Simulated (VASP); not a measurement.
# AlN (Cm) in VASP: a series of runs

The runs below take AlN through single point, with PBEsol.

All numbers are computed with VASP 6.6.1; they aren't measurements. Logs are shortened: lines on timing, memory, paths and dates and some standing lists are left out, and cuts for length are marked.

### Step 1. The cell of the first run

Symmetry: Cm, No. 8, monoclinic system. Conventional cell: a = 11.332 Å, b = 3.114 Å, c = 5.393 Å, α = 90.00°, β = 118.42°, γ = 90.00°. Within 2.7 Å of Al (site symmetry m) lie 4 N at 2.03 to 2.21 Å. Within 2.1 Å of Al (site symmetry m) lie 4 N at 1.58 to 1.78 Å. Within 2.5 Å of Al (site symmetry m) lie 4 N at 1.85 to 1.95 Å. Within 2.4 Å of Al (site symmetry m) lie 4 N at 1.84 to 1.95 Å. Within 2.4 Å of N (site symmetry m) lie 4 Al at 1.84 to 2.06 Å. N (site symmetry m) has 4 Al at 1.74 to 1.95 Å within 2.3 Å. N (site symmetry m) has 4 Al at 1.78 to 2.21 Å within 2.4 Å. Within 2.1 Å of N (site symmetry m) lie 4 Al at 1.58 to 2.03 Å.

### Step 2. Single point, PBEsol (atoms displaced along a vibrational mode)

INCAR

```
PREC = Accurate
ENCUT = 600
EDIFF = 1E-6
ISMEAR = 0
SIGMA = 0.05
LREAL = False
LASPH = True
NELM = 120
ALGO = Normal
ISIF = 2
LWAVE = False
LCHARG = False
GGA = PS
NBANDS = 26
GGA_COMPAT = False
```

KPOINTS

```
Automatic mesh
0
Gamma
  8 8 8
```

POSCAR

```
AlN
1.0
   -3.1136926464      0.0000000000      0.0000000000
    0.0000000000      5.3930738627      0.0000000000
    1.5568463232     -2.6965369313     -4.9834165464
Al N
4 4
Direct
    0.9996440540      0.3270887367      0.9992881079
    0.4988478699      0.8380698539      0.9976957399
    0.2508318839      0.9179758210      0.5016637677
    0.7476600400      0.4138494362      0.4953200801
    0.7926073762      0.1273845408      0.5852147524
    0.3239006999      0.6557902020      0.6478013998
    0.0582540381      0.7805476083      0.1165080761
    0.5582540380      0.1692938011      0.1165080761
```

Potentials or basis: VASP PAW PBE potentials, release 64 (Al, N).

The run is started by

```
cat potpaw_PBE.64/Al/POTCAR potpaw_PBE.64/N/POTCAR > POTCAR
mpirun -np 1 vasp_std > vasp.out
```

OUTCAR:

```text
PREC = Accurate
   ENCUT = 600
   EDIFF = 1E-6
   ISMEAR = 0
   LREAL = False
   LASPH = True
   NELM = 120
   ISIF = 2
   GGA = PS

 ion  position               nearest neighbor table
   1  1.000  0.327  0.999-   8 2.03   8 2.03   5 2.06   7 2.21   4 3.05   4 3.05   3 3.05   3 3.05
                             2 3.06   2 3.06   3 3.10   4 3.11   2 3.17   2 3.17
   2  0.499  0.838  0.998-   8 1.58   6 1.74   7 1.78   7 1.78   3 3.04   4 3.04   1 3.06   1 3.06
                             4 3.09   4 3.09   3 3.10   3 3.10   1 3.17   1 3.17
   3  0.251  0.918  0.502-   5 1.85   5 1.85   7 1.94   6 1.95   2 3.04   1 3.05   1 3.05   2 3.10
                             2 3.10   1 3.10   4 3.11   4 3.11   4 3.12   4 3.12
   4  0.748  0.414  0.495-   5 1.84   8 1.91   6 1.95   6 1.95   2 3.04   1 3.05   1 3.05   2 3.09
                             2 3.09   1 3.11   3 3.11   3 3.11   3 3.12   3 3.12
   5  0.793  0.127  0.585-   4 1.84   3 1.85   3 1.85   1 2.06
   6  0.324  0.656  0.648-   2 1.74   3 1.95   4 1.95   4 1.95
   7  0.058  0.781  0.117-   2 1.78   2 1.78   3 1.94   1 2.21
   8  0.558  0.169  0.117-   2 1.58   4 1.91   1 2.03   1 2.03

  LATTYP: Found a body centered orthorhombic cell.
 ALAT       =     3.1136926464
 B/A-ratio  =     1.7320508076
 C/A-ratio  =     3.2009688253

  Lattice vectors:

 A1 = (  -1.5568463232,   2.6965369313,   4.9834165464)
 A2 = (   1.5568463232,  -2.6965369314,   4.9834165464)
 A3 = (   1.5568463232,   2.6965369314,  -4.9834165464)

Analysis of symmetry for initial positions (statically):
=====================================================================
 Subroutine PRICEL returns:
 Original cell was already a primitive cell.

 Routine SETGRP: Setting up the symmetry group for a
 body centered orthorhombic supercell.

 Subroutine GETGRP returns: Found  2 space group operations
 (whereof  2 operations were pure point group operations)
 out of a pool of  8 trial point group operations.

The static configuration has the point symmetry C_1h.

Analysis of symmetry for dynamics (positions and initial velocities):
=====================================================================
 Subroutine PRICEL returns:
 Original cell was already a primitive cell.

 Routine SETGRP: Setting up the symmetry group for a
 body centered orthorhombic supercell.

 Subroutine GETGRP returns: Found  2 space group operations
 (whereof  2 operations were pure point group operations)
 out of a pool of  8 trial point group operations.
[... 118 lines left out ...]
   NFREE  =      0    steps in history (QN), initial steepest desc. (CG)
   ISIF   =      2    stress and relaxation
   ISYM   =      2    0-nonsym 1-usesym 2-fastsym
   POTIM  = 0.5000    time-step for ionic-motion
   TEBEG  =    0.0;   TEEND  =   0.0 temperature during run
   PSTRESS=    0.0 pullay stress
   NELECT =      32.0000    total number of electrons
   NUPDOWN=      -1.0000    fix difference up-down
   EMIN   =  10.00;   EMAX   =-10.00  energy-range for DOS
   EFERMI =   0.00;   METHOD = LEGACY
   ISMEAR =     0;   SIGMA  =   0.05  broadening in eV -4-tet -1-fermi 0-gaus
   EFERMI_NEDOS =   21; number of points for ismear=-14 and -15
   IALGO  =     38    algorithm
   IMIX   =      4    mixing-type and parameters
     AMIX     =   0.40;   BMIX     =  1.00
     AMIX_MAG =   1.60;   BMIX_MAG =  1.00
  volume/ion in A,a.u.               =      10.46        70.59
  Fermi-wavevector in a.u.,A,eV,Ry     =   1.188261  2.245487 19.210929  1.411963
  Thomas-Fermi vector in A             =   2.324394
   LORBIT       =      0    0 simple, 1 ext, 2 COOP (PROOUT), +10 PAW based schemes
   GGA     = PS    functional components
   LHFCALC =     F    Hartree Fock is set to
   AEXX    =    0.0000 exact exchange contribution
   IVDW    =     0    specifies the selected vdW correction
   LEPSILON=     F    determine dielectric tensor
   LRPA    =     F    only Hartree local field effects (RPA)
 non-spin polarized calculation
 Gauss-broadening in eV      SIGMA  =   0.05
  energy-cutoff  :      600.00
  volume of cell :       83.68
 maximum number of plane-waves:      2820
 NGX is ok and might be reduce to    28
   NGX = 13   NGY = 21   NGZ = 23

 number of electron      32.0000001 magnetization

 Free energy of the ion-electron system (eV)
  ---------------------------------------------------
  ext. energy  EPLUGINS =         0.00000000
  ---------------------------------------------------
  free energy    TOTEN  =       -59.31224923 eV

  energy without entropy =      -59.31224923  energy(sigma->0) =      -59.31224923

 E-fermi :   6.4057     XC(G=0): -11.1028

 val. band max:        6.1815533425   @ k =   0.0000   0.0000   0.0000
 cond. band min:       9.4973290466   @ k =   0.0000   0.0000   0.0000
 fundamental gap:      3.3157757041
 Fermi energy:         6.4056828933

 k-point     1 :       0.0000    0.0000    0.0000
  band No.  band energies     occupation
      1      -9.2192      2.00000
      2      -7.0634      2.00000
      3      -6.7782      2.00000
      4      -6.3385      2.00000
      5      -0.0857      2.00000
      6       0.3625      2.00000
[... 685 lines left out ...]
     25      16.8381      0.00000
     26      17.0617      0.00000

 [... further k-points ...]

------------------------ aborting loop because EDIFF is reached ----------------------------------------

  FORCE on cell =-STRESS in cart. coord.  units (eV):
  Direction    XX          YY          ZZ          XY          YZ          ZX
  --------------------------------------------------------------------------------------
  -------------------------------------------------------------------------------------
  Total        3.9127222      8.5775515      4.5014631      0.0000000     -3.9030924      0.0000000
  in kB       74.9118112    164.2232404     86.1836691      0.0000000    -74.7274416      0.0000000
  external PRESSURE =     108.4395736 kB  Pullay stress =       0.0000000 kB

 VOLUME and BASIS-vectors are now :
 -----------------------------------------------------------------------------
  energy-cutoff  :      600.00
  volume of cell :       83.68
      direct lattice vectors                 reciprocal lattice vectors
    -3.113692646  0.000000000  0.000000000    -0.321162078  0.000000000 -0.100332773
     0.000000000  5.393073863  0.000000000     0.000000000  0.185423012 -0.100332773
     1.556846323 -2.696536931 -4.983416546     0.000000000  0.000000000 -0.200665546

 POSITION                                       TOTAL-FORCE (eV/Angst)
 -----------------------------------------------------------------------------------
     -1.55685     -0.93060     -4.97987         0.000000     -0.107104      0.498758
      0.00000      1.82945     -4.97193         0.000000     -6.361589      1.283378
     -0.00000      3.59796     -2.50000        -0.000000     -0.121616      0.817612
     -1.55685      0.89627     -2.46839         0.000000      0.199547     -0.644901
     -1.55685     -0.89106     -2.91637         0.000000     -0.374527     -3.337441
      0.00000      1.78990     -3.22826         0.000000      0.008876      5.189918
     -0.00000      3.89538     -0.58061        -0.000000     -5.819724     -1.142784
     -1.55685      0.59885     -0.58061        -0.000000     12.576137     -2.664540
 -----------------------------------------------------------------------------------
    total drift:                               -0.000000      0.000192      0.001022

  FREE ENERGIE OF THE ION-ELECTRON SYSTEM (eV)
  ---------------------------------------------------
  free  energy   TOTEN  =       -59.3122492261 eV

  energy  without entropy=      -59.3122492261  energy(sigma->0) =      -59.31224923
```

Wall time 2.9 min (1 thread of Intel Xeon 6975P-C (Granite Rapids), shared host); peak memory 0.43 GiB.

Results:

| Item | Value |
| --- | --- |
| Free energy | -59.3122 eV |
| Pressure | 10.8 GPa |
| Largest force | 12.855 eV/Å |
| Band gap on the k mesh | 3.32 eV |

Forces on the atoms (eV/Å):
```
Al   0.000 -0.107  0.499
Al   0.000 -6.362  1.283
Al   0.000 -0.122  0.818
Al   0.000  0.200 -0.645
N    0.000 -0.375 -3.337
N    0.000  0.009  5.190
N    0.000 -5.820 -1.143
N    0.000 12.576 -2.665
```

Stress tensor (GPa, compression positive):
```
 7.49  0.00  0.00
 0.00 16.42 -7.47
 0.00 -7.47  8.62
```

Levels at points of the mesh, in eV from the valence-band top:
```tsv
k point	band 12	band 13	band 14	band 15	band 16	band 17	band 18	band 19	band 20	band 21
(0.00, 0.00, 0.00)	-0.79	-0.78	-0.46	-0.16	0.00	3.32	4.61	5.17	5.89	8.12
(0.50, 0.00, 0.00)	-2.45	-1.94	-1.76	-1.08	-0.56	5.02	5.51	5.77	6.60	7.64
(0.00, 0.50, 0.00)	-1.38	-0.98	-0.72	-0.47	-0.32	4.81	5.63	5.77	7.15	8.14
(0.00, 0.50, 0.50)	-1.27	-1.19	-0.85	-0.42	-0.17	4.99	5.11	6.16	7.18	7.63
(0.50, 0.50, 0.00)	-1.58	-1.27	-1.24	-1.18	-0.42	3.95	4.55	5.04	5.46	6.81
(0.00, 0.00, 0.50)	-0.95	-0.67	-0.64	-0.39	-0.38	4.36	4.97	5.67	6.50	8.09
```

Caveat: the cell differs from its parent crystal (atoms displaced along a vibrational mode); the cell stands under pressure; the PAW data sets were made with another functional, which shifts forces and pressure a little. A k mesh can miss the band edges.

### Step 3. Single point, PBEsol (atoms displaced along a vibrational mode)

INCAR

```
SYSTEM = AlN
PREC = Accurate
ENCUT = 600
EDIFF = 1E-6
ISMEAR = 0
SIGMA = 0.05
LREAL = .FALSE.
LASPH = .TRUE.
NELM = 120
ALGO = Normal
ISIF = 2
LWAVE = .FALSE.
LCHARG = .FALSE.
GGA = PS
NBANDS = 26
GGA_COMPAT = .FALSE.
```

KPOINTS

```
Automatic mesh
0
G
  8 8 8
  0 0 0
```

POSCAR

```
AlN
1.0
   -3.1136926464      0.0000000000      0.0000000000
    0.0000000000      5.3930738627      0.0000000000
    1.5568463232     -2.6965369313     -4.9834165464
Al N
4 4
Direct
    0.9989473929      0.3366972143      0.9978947859
    0.4995445310      0.8284613763      0.9990890619
    0.2480565205      0.9143652343      0.4961130410
    0.7504354034      0.4174600229      0.5008708068
    0.8199890345      0.1522394944      0.6399780689
    0.2965190416      0.6309352484      0.5930380833
    0.0582540380      0.6832005270      0.1165080761
    0.5582540381      0.2666408824      0.1165080761
```

Potentials or basis: VASP PAW PBE potentials, release 64 (Al, N).

The run is started by

```
cat potpaw_PBE.64/Al/POTCAR potpaw_PBE.64/N/POTCAR > POTCAR
mpirun -np 1 vasp_std > vasp.out
```

Run time: 3 min. Hardware: 1 thread of Intel Xeon 6975P-C (Granite Rapids), shared host; peak memory 0.44 GiB.

It converged, with:

| Quantity | Value |
| --- | --- |
| Free energy | -60.8167 eV |
| Pressure | 5.9 GPa |
| Largest force | 8.397 eV/Å |
| Band gap on the k mesh | 3.65 eV |

Forces in eV/Å, atoms in the order of the input:
```
Al   0.000 -3.561  0.534
Al   0.000  0.115  0.360
Al   0.000  0.133 -0.520
Al   0.000 -0.089  0.620
N    0.000  0.050  3.677
N    0.000 -0.251 -2.643
N    0.000  8.292 -1.324
N    0.000 -4.689 -0.704
```

Stress tensor (GPa, compression positive):
```
 4.24  0.00  0.00
 0.00  8.91 -3.96
 0.00 -3.96  4.60
```

Levels at points of the mesh, in eV from the valence-band top:
```
           k point  band 14  band 15  band 16  band 17  band 18  band 19
(0.00, 0.00, 0.00)    -0.38    -0.20     0.00     3.65     4.84     5.18
(0.50, 0.00, 0.00)    -1.84    -1.07    -0.66     5.41     5.75     6.06
(0.00, 0.50, 0.00)    -0.69    -0.55    -0.39     5.21     5.81     6.22
(0.00, 0.50, 0.50)    -0.79    -0.49    -0.27     5.28     5.72     6.26
(0.50, 0.50, 0.00)    -1.33    -1.26    -0.56     4.36     4.87     5.28
(0.00, 0.00, 0.50)    -0.61    -0.47    -0.47     4.92     5.35     5.67
```

Caveat: the cell differs from its parent crystal (atoms displaced along a vibrational mode); the cell stands under pressure; the PAW data sets were made with another functional, which shifts forces and pressure a little. A k mesh can miss the band edges.
